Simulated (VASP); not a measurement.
Write the native input for VASP 6.6.1 that does the following.

* Task: single point
* Functional: PBE
* Potentials or basis: VASP PAW PBE potentials, release 64 (Lu, Ge_d)
* Cutoff: 520 eV
* k mesh: 4 × 6 × 6
* Occupations: methfessel-paxton, width 0.05 eV
* Spin: no spin polarisation
* Dipole correction: no
* Further INCAR settings: ALGO = Normal; EDIFF = 1e-06; NBANDS = 54

The structure of Lu2Ge3 lies in POSCAR:

```
Lu2Ge3
1.0
    6.8488280000      0.0000000000      0.0000000000
    0.0000000000      2.1634980004      3.7710640006
    0.0000000000     -2.1634980004      3.7710640006
Lu Ge
2 3
Direct
    0.2707740000      0.0000440000      0.0000440000
    0.7292260000      0.0000440000      0.0000440000
    0.0000000000      0.3336090000      0.3336090000
    0.5000000000      0.3331770000      0.3331770000
    0.0000000000      0.6665080000      0.6665080000
```

These files were run (other wordings do the same):

INCAR

```
PREC = Accurate
ENCUT = 520
EDIFF = 1E-6
ISMEAR = 1
SIGMA = 0.05
LREAL = F
LASPH = T
NELM = 80
ALGO = Normal
ISIF = 2
LWAVE = F
LCHARG = F
GGA = PE
NBANDS = 54
```

KPOINTS

```
regular mesh
0
Gamma
  4 6 6
```

Potentials or basis: VASP PAW PBE potentials, release 64 (Lu, Ge_d).

Launch:

```bash
$ cat potpaw_PBE.64/Lu/POTCAR potpaw_PBE.64/Ge_d/POTCAR > POTCAR
$ mpirun -np 1 vasp_std > vasp.out
```

It gave:

- Pressure: 0.9 GPa
- Largest force: 0.208 eV/Å
- Band gap on the k mesh: zero (bands 46 and 47 overlap by 1.96 eV)

Caveat: spin-orbit coupling is left out, which moves the levels of the heavy elements.

Run time: 3.6 min on 1 thread of Intel(R) Xeon(R) Platinum 8259CL CPU @ 2.50GHz (Skylake/Cascade Lake) (shared host), peak memory 0.36 GiB.
